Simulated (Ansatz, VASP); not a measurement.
## Two plane-wave programs on Au

Contents of POSCAR:

```
Au
1.0
   -1.7898505200      1.7898505200      1.6572690000
    1.7898505200     -1.7898505200      1.6572690000
    1.7898505200      1.7898505200     -1.6572690000
Au
1
Direct
    0.0000000000      0.0000000000      0.0000000000
```

INCAR.step1

```
SYSTEM = Au
ALGO = Normal
EDIFF = 1E-4
ENCUT = 520
GGA = PE
ISMEAR = 0
LASPH = .TRUE.
LCHARG = .FALSE.
LREAL = .FALSE.
LWAVE = .TRUE.
NBANDS = 12
NELM = 100
PREC = Accurate
SIGMA = 0.15
```

INCAR.step2

```
SYSTEM = Au
ALGO = Normal
EDIFF = 1E-7
ENCUT = 520
ISIF = 2
ISMEAR = 0
ISTART = 1
LASPH = .TRUE.
LCHARG = .FALSE.
LMIXTAU = .TRUE.
LREAL = .FALSE.
LWAVE = .FALSE.
METAGGA = R2SCAN
NBANDS = 12
NELM = 100
PREC = Accurate
SIGMA = 0.15
```

KPOINTS

```
k-points
0
G
  24 24 24
  0 0 0
```

Input for Ansatz:

```yaml
crystal:
  lattice:
    - [-1.78985052, 1.78985052, 1.657269]
    - [1.78985052, -1.78985052, 1.657269]
    - [1.78985052, 1.78985052, -1.657269]
  atoms:
    - { symbol: Au, position: [0.0, 0.0, 0.0] }
basis:
  ecutwfc: 500
kpoints:
  mp_grid: { grid: [24, 24, 24] }
hamiltonian:
  xc: r2scan
scf:
  occupations: { method: gaussian, width: 0.15 }
output:
  forces: true
  stress: true
  eigenvalues: true
```

Change from the starting cell: strain +0.080 along x and y, +0.000 along z, atoms carried along.

Alike in both runs: task single point; functional r2SCAN; k mesh 24 × 24 × 24; occupations gaussian, width 0.15 eV; no spin polarisation.

|  | VASP | Ansatz |
| --- | --- | --- |
| version | VASP 6.6.1 | Ansatz 0.2.0 |
| potentials or method | VASP PAW PBE potentials, release 64 (Au), cutoff 520 eV | scalar-relativistic, plane waves, PAW |
| valence electrons in the cell | 11 | 19 |

```tsv
	VASP	Ansatz	Ansatz less VASP
gap on the k mesh at the Fermi level (eV)	none	none	-
pressure (GPa)	-16.1	-16.2	-0.06
traceless stress, the component that is largest in VASP (GPa)	-0.53	-0.53	+0.004
```

VASP's potentials were made for PBE, not for r2SCAN. A gap of «none» marks a metal or a gap that the smearing closes. The functional is the same, so the differences come from potentials, cutoffs and numerics. VASP's potentials hold 11 valence electrons a cell and Ansatz's 19, so a difference there can come from the potentials and not from the codes.

Neither program's run includes spin-orbit coupling.
